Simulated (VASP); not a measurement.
## HW4S8: single point with PBE+D3(BJ)

The system is HW4S8, a slab with vacuum.

```
S W H
1.0
     6.31441    0.00000    0.00000
    -3.15720    5.46844    0.00000
     0.00000    0.00000   21.14527
S W H
8 4 1
Direct
  0.66667 0.33333 0.37834
  0.66667 0.83333 0.37834
  0.16667 0.33333 0.37834
  0.16667 0.83333 0.37834
  0.66737 0.33263 0.52827
  0.66737 0.83474 0.52827
  0.16526 0.33263 0.52827
  0.16667 0.83333 0.52769
  0.33087 0.16174 0.45355
  0.33087 0.66913 0.45355
  0.83333 0.16667 0.45302
  0.83826 0.66913 0.45355
  0.16667 0.83333 0.59636
```

- Program: VASP 6.6.1
- Task: single point
- Functional: PBE
- Dispersion: D3(BJ)
- Potentials or basis: VASP PAW PBE potentials, release 64 (S, W_sv, H)
- Cutoff: 520 eV
- k mesh: 3 × 3 × 1
- Occupations: gaussian, width 0.05 eV
- Spin: collinear spin
- Starting moments: [0.0, 0.0, 0.0, 0.0, 0.0, 0.0, 0.0, 0.0, 0.0, 0.0, 0.0, 0.0, 1.0] μB
- Dipole correction: yes
- Further INCAR settings: ALGO = Normal; EDIFF = 1e-06; NBANDS = 68

```json
{
 "Largest force": "0.577 eV/Å",
 "Net moment": "0.56 μB per cell",
 "Site moments": "S +0.00, +0.01, +0.03 (each value once); W +0.07, +0.01 (each value once); H +0.05 μB",
 "Valence electrons inside the program's atomic spheres": "S 3.71, 3.72, 3.73, 3.74 (each value once); W 12.03, 12.02 (each value once); H 0.53",
 "Dispersion energy per atom": "-0.293 eV"
}
```

Forces in eV/Å, atoms in the order of the input:
```
S   -0.120  0.069  0.189
S    0.000 -0.138  0.189
S    0.120  0.069  0.189
S    0.000  0.000 -0.577
S    0.001  0.000  0.009
S    0.000  0.001  0.009
S   -0.001  0.000  0.009
S    0.000  0.000  0.071
W    0.000  0.010 -0.013
W    0.008 -0.005 -0.013
W    0.000  0.000 -0.001
W   -0.008 -0.005 -0.013
H    0.000  0.000 -0.048
```

Levels at points of the mesh, in eV from the Fermi level:
Spin up:
```csv
k point,band 49,band 50,band 51,band 52,band 53,band 54,band 55,band 56,band 57,band 58
"(0.00, 0.00, 0.00)",-2.76,-2.54,-2.54,-1.93,1.25,1.25,1.28,1.40,1.40,1.47
```
Spin down:
| k point | band 48 | band 49 | band 50 | band 51 | band 52 | band 53 | band 54 | band 55 | band 56 | band 57 |
| --- | --- | --- | --- | --- | --- | --- | --- | --- | --- | --- |
| (0.00, 0.00, 0.00) | -2.75 | -2.69 | -2.52 | -2.52 | -1.89 | 1.32 | 1.32 | 1.45 | 1.45 | 1.49 |

Run time: 7.1 min on 1 thread of AMD EPYC 9R45 96-Core Processor (Zen 5), on a shared host, peak memory 1.1 GiB.

Caveat: the k points lie up to 0.38 Å⁻¹ apart; a moment this small can come from the mesh or the smearing; spin-orbit coupling is left out, which moves the levels of the heavy elements.
